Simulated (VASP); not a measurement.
# CoO (Fm-3m) in VASP: notebook

CoO is run at these levels: PBE; tasks: single point.

All numbers are computed with VASP 6.6.1; they aren't measurements. Logs are shortened: lines on timing, memory, paths and dates and some standing lists are left out, and cuts for length are marked.

### Step 1. The cell of the first run

Symmetry: Fm-3m, No. 225, cubic system. The conventional cell has a = 4.291 Å, b = 4.291 Å, c = 4.291 Å, α = 90.00°, β = 90.00°, γ = 90.00°. Co (site symmetry m-3m) has 6 O at 2.15 Å within 2.8 Å. O (site symmetry m-3m) has 6 Co at 2.15 Å within 2.8 Å.

### Step 2. Single point, PBE, collinear spin, ferromagnetic start (volume scaled by 1.02)

File INCAR:

```
SYSTEM = CoO
ALGO     = Normal         ! electronic algorithm
EDIFF    = 1E-7           ! SCF threshold, eV
ENCUT    = 520            ! plane-wave cutoff, eV
GGA      = PE             ! functional
ISIF     = 2              ! what is computed and relaxed
ISMEAR   = -1             ! smearing method
ISPIN    = 2              ! spin polarisation
LASPH    = .TRUE.         ! aspherical terms in the spheres
LCHARG   = .FALSE.        ! write CHGCAR
LMAXMIX  = 4              ! l up to which the mixer works
LORBIT   = 11             ! projections on sites
LREAL    = .FALSE.        ! projectors in reciprocal space
LWAVE    = .FALSE.        ! write WAVECAR
MAGMOM   = 2 0            ! initial moments
NBANDS   = 18             ! bands
NELM     = 150            ! most SCF steps
PREC     = Accurate       ! precision mode
SIGMA    = 0.05           ! smearing width, eV
```

File KPOINTS:

```
k-points
0
G
  16 16 16
  0 0 0
```

File POSCAR:

```
CoO
1.0
    0.0000000000      2.1456163054      2.1456163054
    2.1456163054      0.0000000000      2.1456163054
    2.1456163054      2.1456163054      0.0000000000
Co O
1 1
Direct
    0.0000000000      0.0000000000      0.0000000000
    0.5000000000      0.5000000000      0.5000000000
```

Potentials or basis: VASP PAW PBE potentials, release 64 (Co, O).

The run is started by

```bash
$ cat potpaw_PBE.64/Co/POTCAR potpaw_PBE.64/O/POTCAR > POTCAR
$ mpirun -np 1 vasp_std > vasp.out
```

OUTCAR:

```text
SYSTEM = CoO
   EDIFF = 1E-7
   ENCUT = 520
   GGA = PE
   ISIF = 2
   ISMEAR = -1
   ISPIN = 2
   LASPH = .TRUE.
   LORBIT = 11
   LREAL = .FALSE.
   NELM = 150
   PREC = Accurate

 ion  position               nearest neighbor table
   1  0.000  0.000  0.000-   2 2.15   2 2.15   2 2.15   2 2.15   2 2.15   2 2.15
   2  0.500  0.500  0.500-   1 2.15   1 2.15   1 2.15   1 2.15   1 2.15   1 2.15

  LATTYP: Found a face centered cubic cell.
 ALAT       =     4.2912326108

  Lattice vectors:

 A1 = (   0.0000000000,   2.1456163054,   2.1456163054)
 A2 = (   2.1456163054,   0.0000000000,   2.1456163054)
 A3 = (   2.1456163054,   2.1456163054,   0.0000000000)

Analysis of symmetry for initial positions (statically):
=====================================================================
 Subroutine PRICEL returns:
 Original cell was already a primitive cell.

 Routine SETGRP: Setting up the symmetry group for a
 face centered cubic supercell.

 Subroutine GETGRP returns: Found 48 space group operations
 (whereof 48 operations were pure point group operations)
 out of a pool of 48 trial point group operations.

The static configuration has the point symmetry O_h .

Analysis of symmetry for dynamics (positions and initial velocities):
=====================================================================
 Subroutine PRICEL returns:
 Original cell was already a primitive cell.

 Routine SETGRP: Setting up the symmetry group for a
 face centered cubic supercell.

 Subroutine GETGRP returns: Found 48 space group operations
 (whereof 48 operations were pure point group operations)
 out of a pool of 48 trial point group operations.

The dynamic configuration has the point symmetry O_h .

Analysis of structural, dynamic, and magnetic symmetry:
=====================================================================
 Subroutine PRICEL returns:
 Original cell was already a primitive cell.

 Routine SETGRP: Setting up the symmetry group for a
 face centered cubic supercell.

 Subroutine GETGRP returns: Found 48 space group operations
 (whereof 48 operations were pure point group operations)
 out of a pool of 48 trial point group operations.

The overall configuration has the point symmetry O_h .

 Subroutine INISYM returns: Found 48 space group operations
 (whereof 48 operations are pure point group operations),
 and found     1 'primitive' translations

----------------------------------------------------------------------------------------

[... 107 lines left out ...]
   ISMEAR =    -1;   SIGMA  =   0.05  broadening in eV -4-tet -1-fermi 0-gaus
   EFERMI_NEDOS =   21; number of points for ismear=-14 and -15
   IALGO  =     38    algorithm
   IMIX   =      4    mixing-type and parameters
     AMIX     =   0.40;   BMIX     =  1.00
     AMIX_MAG =   1.60;   BMIX_MAG =  1.00
  volume/ion in A,a.u.               =       9.88        66.66
  Fermi-wavevector in a.u.,A,eV,Ry     =   1.493516  2.822336 30.349017  2.230590
  Thomas-Fermi vector in A             =   2.605906
   LORBIT       =     11    0 simple, 1 ext, 2 COOP (PROOUT), +10 PAW based schemes
   GGA     = PE    functional components
   LHFCALC =     F    Hartree Fock is set to
   AEXX    =    0.0000 exact exchange contribution
   IVDW    =     0    specifies the selected vdW correction
   LEPSILON=     F    determine dielectric tensor
   LRPA    =     F    only Hartree local field effects (RPA)
 spin polarized calculation
  energy-cutoff  :      520.00
  volume of cell :       19.76
 maximum number of plane-waves:       544
   NGX = 11   NGY = 11   NGZ = 11

 number of electron      15.0000007 magnetization       2.9489248

 Free energy of the ion-electron system (eV)
  ---------------------------------------------------
  ext. energy  EPLUGINS =         0.00000000
  ---------------------------------------------------
  free energy    TOTEN  =       -13.05292160 eV

  energy without entropy =      -13.01793330  energy(sigma->0) =      -13.03542745

 E-fermi :   7.5897     XC(G=0): -12.2823

 val. band max:        7.5876829578   @ k =  -0.2500   0.1875   0.0000
 cond. band min:       7.5936910245   @ k =  -0.1875   0.3125   0.1250
 fundamental gap:      0.0060080666
 Fermi energy:         7.5897407896

 spin component 1

 k-point     1 :       0.0000    0.0000    0.0000
  band No.  band energies     occupation
      1     -12.3881      1.00000
      2       4.3320      1.00000
      3       4.3321      1.00000
      4       4.5450      1.00000
      5       4.5450      1.00000
      6       4.5450      1.00000
[... 493 lines left out ...]
     17      30.3114      0.00000
     18      33.0963      0.00000

 [... further k-points ...]

 spin component 2

 k-point     1 :       0.0000    0.0000    0.0000
  band No.  band energies     occupation
      1     -11.8709      1.00000
      2       5.1559      1.00000
      3       5.1559      1.00000
      4       5.1559      1.00000
      5       6.5430      1.00000
      6       6.5430      1.00000
[... 493 lines left out ...]
     17      31.1199      0.00000
     18      33.9265      0.00000

 [... further k-points ...]
[... 5 lines left out ...]
  --------------------------------------------------------------------------------------
  -------------------------------------------------------------------------------------
  Total       -0.6652301     -0.6652301     -0.6652301      0.0000000      0.0000000     -0.0000000
  in kB      -53.9506018    -53.9506018    -53.9506018      0.0000000      0.0000000     -0.0000000
  external PRESSURE =     -53.9506018 kB  Pullay stress =       0.0000000 kB

 VOLUME and BASIS-vectors are now :
 -----------------------------------------------------------------------------
  energy-cutoff  :      520.00
  volume of cell :       19.76
      direct lattice vectors                 reciprocal lattice vectors
     0.000000000  2.145616305  2.145616305    -0.233033278  0.233033278  0.233033278
     2.145616305  0.000000000  2.145616305     0.233033278 -0.233033278  0.233033278
     2.145616305  2.145616305  0.000000000     0.233033278  0.233033278 -0.233033278

 POSITION                                       TOTAL-FORCE (eV/Angst)
 -----------------------------------------------------------------------------------
      0.00000      0.00000      0.00000        -0.000000      0.000000      0.000000
      2.14562      2.14562      2.14562         0.000000      0.000000      0.000000
 -----------------------------------------------------------------------------------
    total drift:                                0.000000     -0.000000     -0.000000

  FREE ENERGIE OF THE ION-ELECTRON SYSTEM (eV)
  ---------------------------------------------------
  free  energy   TOTEN  =       -13.0529216037 eV

  energy  without entropy=      -13.0179333033  energy(sigma->0) =      -13.03542745

 total charge

# of ion       s       p       d       tot
------------------------------------------
    1        0.288   0.342   7.125   7.755
    2        1.556   3.414   0.000   4.970
--------------------------------------------------
tot          1.844   3.756   7.125  12.725

 magnetization (x)

# of ion       s       p       d       tot
------------------------------------------
    1        0.020   0.017   2.551   2.588
    2        0.028   0.280   0.000   0.308
--------------------------------------------------
tot          0.048   0.297   2.551   2.896
```

OSZICAR:

```text
N       E                     dE             d eps       ncg     rms          rms(c)
DAV:   1     0.771542447434E+02    0.77154E+02   -0.65574E+03 10840   0.951E+02
DAV:   2    -0.106650852991E+02   -0.87819E+02   -0.75857E+02 10946   0.221E+02
DAV:   3    -0.154362694217E+02   -0.47712E+01   -0.46107E+01 12172   0.546E+01
DAV:   4    -0.154851986574E+02   -0.48929E-01   -0.48886E-01 12644   0.528E+00
DAV:   5    -0.154863443717E+02   -0.11457E-02   -0.11455E-02 12934   0.807E-01    0.165E+01
DAV:   6    -0.144497552961E+02    0.10366E+01   -0.17459E+01 13386   0.609E+01    0.208E+01
DAV:   7    -0.131931581433E+02    0.12566E+01   -0.81714E+00 13084   0.488E+01    0.820E+00
DAV:   8    -0.130725974751E+02    0.12056E+00   -0.44136E-01 14908   0.102E+01    0.401E+00
DAV:   9    -0.130836051252E+02   -0.11008E-01   -0.30432E-01 15212   0.911E+00    0.288E+00
DAV:  10    -0.130522928488E+02    0.31312E-01   -0.13386E-01 15298   0.696E+00    0.285E-01
DAV:  11    -0.130531884385E+02   -0.89559E-03   -0.12729E-02 13614   0.113E+00    0.329E-01
DAV:  12    -0.130529054512E+02    0.28299E-03   -0.11627E-03 15306   0.594E-01    0.481E-02
DAV:  13    -0.130529459122E+02   -0.40461E-04   -0.92879E-05 13538   0.106E-01    0.816E-02
DAV:  14    -0.130529226988E+02    0.23213E-04   -0.15122E-05 15382   0.507E-02    0.346E-02
DAV:  15    -0.130529210632E+02    0.16356E-05   -0.18694E-05 14760   0.747E-02    0.395E-03
DAV:  16    -0.130529216671E+02   -0.60384E-06   -0.26322E-06 14058   0.156E-02    0.461E-03
DAV:  17    -0.130529216037E+02    0.63357E-07   -0.17561E-07  7826   0.602E-03
   1 F= -.13052922E+02 E0= -.13035427E+02  d E =-.349883E-01  mag=     2.9488
```

It took 80 s on 1 thread of Intel Xeon 6975P-C, shared host; peak memory 0.21 GiB.

What came out:

* Free energy: -13.0529 eV
* Pressure: -5.4 GPa
* Net moment: 2.95 μB per cell
* Site moments: Co +2.59; O +0.31 μB
* Valence electrons inside the program's atomic spheres: Co 7.75; O 4.97

Caveat: a cell with one magnetic atom can't hold antiferromagnetic order, which such compounds often take; semilocal functionals often make such compounds metallic where correlation or magnetic order opens a gap, which also shifts bond lengths.

### Step 3. Single point, PBE, collinear spin, ferromagnetic start (volume scaled by 1.04)

File INCAR:

```
SYSTEM = CoO
PREC     = Accurate       ! precision mode
ENCUT    = 520            ! plane-wave cutoff, eV
EDIFF    = 1E-6           ! SCF threshold, eV
ISMEAR   = -1             ! smearing method
SIGMA    = 0.05           ! smearing width, eV
LREAL    = .False.        ! projectors in reciprocal space
LASPH    = .True.         ! aspherical terms in the spheres
NELM     = 150            ! most SCF steps
ALGO     = Normal         ! electronic algorithm
ISIF     = 2              ! what is computed and relaxed
LWAVE    = .False.        ! write WAVECAR
LCHARG   = .False.        ! write CHGCAR
ISPIN    = 2              ! spin polarisation
MAGMOM   = 2 0            ! initial moments
LORBIT   = 11             ! projections on sites
LMAXMIX  = 4              ! l up to which the mixer works
GGA      = PE             ! functional
NBANDS   = 18             ! bands
```

File KPOINTS:

```
regular mesh
0
Gamma
  16 16 16
  0 0 0
```

File POSCAR:

```
CoO
1.0
    0.0000000000      2.1595492692      2.1595492692
    2.1595492692      0.0000000000      2.1595492692
    2.1595492692      2.1595492692      0.0000000000
Co O
1 1
Direct
    0.0000000000      0.0000000000      0.0000000000
    0.5000000000      0.5000000000      0.5000000000
```

Potentials or basis: VASP PAW PBE potentials, release 64 (Co, O).

The run is started by

```bash
$ cat potpaw_PBE.64/Co/POTCAR potpaw_PBE.64/O/POTCAR > POTCAR
$ mpirun -np 1 vasp_std > vasp.out
```

It took 72 s on 1 thread of Intel Xeon 6975P-C, shared host; peak memory 0.21 GiB.

It converged, with:

| Property | Result |
| --- | --- |
| Free energy | -13.0368 eV |
| Pressure | -8.3 GPa |
| Band gap on the k mesh | zero (filled and empty bands overlap) |
| Net moment | 2.97 μB per cell |
| Site moments | Co +2.60; O +0.31 μB |
| Valence electrons inside the program's atomic spheres | Co 7.72; O 4.96 |

Levels at points of the mesh, in eV from the Fermi level:
Spin up:
| k point | band 7 | band 8 | band 9 | band 10 | band 11 | band 12 |
| --- | --- | --- | --- | --- | --- | --- |
| (0.00, 0.00, 0.00) | -2.93 | -2.93 | -2.93 | 0.81 | 16.74 | 17.83 |
| (0.50, 0.00, 0.00) | -1.84 | 0.01 | 0.01 | 5.00 | 8.97 | 13.18 |
| (0.50, 0.50, 0.00) | -2.50 | -2.11 | -2.11 | 5.61 | 9.59 | 11.51 |
Spin down:
| k point | band 2 | band 3 | band 4 | band 5 | band 6 | band 7 | band 8 | band 9 | band 10 | band 11 |
| --- | --- | --- | --- | --- | --- | --- | --- | --- | --- | --- |
| (0.00, 0.00, 0.00) | -2.35 | -2.35 | -2.35 | -1.01 | -1.01 | -1.01 | 0.13 | 0.13 | 1.35 | 16.64 |
| (0.50, 0.00, 0.00) | -7.17 | -4.31 | -4.31 | -0.11 | -0.11 | 0.18 | 2.61 | 2.61 | 5.29 | 9.78 |
| (0.50, 0.50, 0.00) | -6.02 | -3.55 | -3.55 | -2.04 | 0.12 | 0.12 | 0.56 | 0.94 | 6.46 | 10.06 |

Caveat: a cell with one magnetic atom can't hold antiferromagnetic order, which such compounds often take; semilocal functionals often make such compounds metallic where correlation or magnetic order opens a gap, which also shifts bond lengths.
